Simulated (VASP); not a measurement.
The system is Zr5TiN6.

```
Zr Ti N
1.0
     3.24434    0.02760   -0.03126
     0.02760    3.24541    0.06064
    -0.13233    0.25672   13.75934
Zr Ti N
5 1 6
Direct
  0.06665 0.00444 0.83640
  0.47177 0.50474 0.01336
  0.09101 0.00474 0.17500
  0.52503 0.44179 0.33481
  0.50262 0.55094 0.67105
  0.00456 0.92467 0.50108
  0.89919 0.94691 0.99582
  0.53774 0.52390 0.17021
  0.97120 0.02530 0.32930
  0.42717 0.50462 0.49656
  0.00819 0.03734 0.65312
  0.49487 0.53061 0.82330
```

| Property | Result |
| --- | --- |
| Program | VASP 6.6.1 |
| Task | relaxation of cell and atoms |
| Functional | PBE |
| Potentials or basis | VASP PAW PBE potentials, release 64 (Zr_sv, Ti_sv, N) |
| Cutoff | 600 eV |
| k mesh | 6 × 6 × 2 |
| Occupations | gaussian, width 0.2 eV |
| Spin | no spin polarisation |

At the start: pressure 4.8 GPa; volume 12.07 Å³/atom.

Problem. Where does the relaxation end?

Solution. Over 26 steps the energy falls by 299.3 meV/atom and the volume is 11.78 Å³/atom (-2.4 %); space group P1 (No. 1, to 0.1 Å) before, P4/mmm (No. 123, to 0.1 Å).

Step by step:
| step | energy change (eV) | largest force (eV/Å) | pressure (GPa) | volume (Å³) |
| --- | --- | --- | --- | --- |
| 1 | 0.0000 | 3.9828 | 4.80 | 144.80 |
| 2 | -2.2859 | 1.2481 | -14.81 | 152.41 |
| 3 | -2.2900 | 1.3909 | -14.21 | 151.96 |
| 4 | -2.2662 | 2.1826 | 21.78 | 132.32 |
| 5 | -3.0452 | 1.4388 | 0.91 | 141.49 |
| 6 | -3.3827 | 0.7119 | 1.18 | 140.89 |
| 7 | -3.4362 | 0.5632 | 1.88 | 140.53 |
| 8 | -3.5406 | 0.3449 | -2.86 | 143.06 |
| 9 | -3.5407 | 0.3379 | -2.72 | 142.98 |
| 10 | -3.5624 | 0.2290 | 2.42 | 140.05 |
| 11 | -3.5730 | 0.2605 | 0.49 | 141.10 |
| 12 | -3.5839 | 0.0944 | 0.19 | 141.24 |
| 13 | -3.5843 | 0.1226 | 0.13 | 141.27 |
| 14 | -3.5868 | 0.0850 | -0.25 | 141.48 |
| 15 | -3.5876 | 0.0613 | -0.61 | 141.68 |
| 16 | -3.5890 | 0.0571 | -0.12 | 141.41 |
| 17 | -3.5892 | 0.0659 | 0.16 | 141.25 |
| 18 | -3.5898 | 0.0465 | 0.14 | 141.26 |
| 19 | -3.5908 | 0.0491 | 0.08 | 141.30 |
| 20 | -3.5908 | 0.0610 | 0.06 | 141.31 |
| 21 | -3.5914 | 0.0431 | -0.10 | 141.40 |
| 22 | -3.5917 | 0.0333 | -0.38 | 141.55 |
| 23 | -3.5920 | 0.0345 | -0.19 | 141.45 |
| 24 | -3.5921 | 0.0366 | -0.02 | 141.35 |
| 25 | -3.5921 | 0.0364 | -0.03 | 141.36 |
| 26 | -3.5922 | 0.0248 | -0.01 | 141.34 |

Final structure:
```
Zr Ti N
1.0
     3.21915   -0.00009    0.00051
    -0.00044    3.21929   -0.00054
    -0.00222    0.00133   13.63885
Zr Ti N
5 1 6
Direct
  0.99993 0.00011 0.83064
  0.50027 0.49993 0.99994
  0.00009 0.00000 0.16938
  0.49986 0.50022 0.34001
  0.49987 0.49993 0.66003
  0.00029 0.99983 0.49997
  0.99994 0.00012 0.99995
  0.49987 0.49985 0.16902
  0.99978 0.99985 0.33964
  0.50026 0.50028 0.50011
  0.99985 0.99990 0.66036
  0.49999 0.49997 0.83093
```
